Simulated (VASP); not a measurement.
## ScAl3: single point with PBE

The system is ScAl3.

```xyz
4
Lattice="4.0061 0.0000 0.0000 0.0000 4.0061 0.0000 0.0000 0.0000 4.0878" Properties=species:S:1:pos:R:3 pbc="T T T"
Sc    0.0000    0.0000    0.0000
Al    2.0030    2.0030    0.0000
Al    0.0000    2.0030    2.0439
Al    2.0030    0.0000    2.0439
```

- Program: VASP 6.6.1
- Task: single point
- Functional: PBE
- Potentials or basis: VASP PAW PBE potentials, release 64 (Sc_sv, Al)
- Cutoff: 520 eV
- k mesh: 6 × 6 × 6
- Occupations: fermi-dirac, width 0.05 eV
- Spin: no spin polarisation

```
Pressure               : 5.2 GPa
Band gap on the k mesh : zero (bands 10 and 11 overlap by 4.10 eV)
```

Stress tensor (GPa, compression positive):
```
6.03 0.00 0.00
0.00 6.03 0.00
0.00 0.00 3.42
```

Levels at points of the mesh, in eV from the Fermi level:
```csv
k point,band 6,band 7,band 8,band 9,band 10,band 11,band 12,band 13,band 14,band 15
"(0.00, 0.00, 0.00)",-2.91,-2.69,-2.14,-1.86,-1.86,1.14,1.18,1.18,1.25,4.98
"(0.50, 0.00, 0.00)",-7.58,-2.04,-1.81,-1.71,0.77,0.84,1.03,1.33,1.56,2.24
"(0.50, 0.50, 0.00)",-5.76,-5.76,-4.59,-0.78,-0.78,0.97,1.14,2.11,2.57,3.30
"(0.00, 0.00, 0.50)",-7.62,-1.85,-1.85,-1.64,1.01,1.01,1.06,1.25,1.58,1.99
"(0.50, 0.00, 0.50)",-5.88,-5.82,-4.58,-0.67,-0.61,1.16,1.38,2.00,2.48,3.50
"(0.50, 0.50, 0.50)",-4.98,-4.98,-4.74,-3.19,-3.09,-3.09,0.93,2.55,2.66,4.10
```

It took 77 s on 1 thread of Intel Xeon 8259CL (shared host), peak memory 0.19 GiB.

Caveat: the cell stands under pressure.
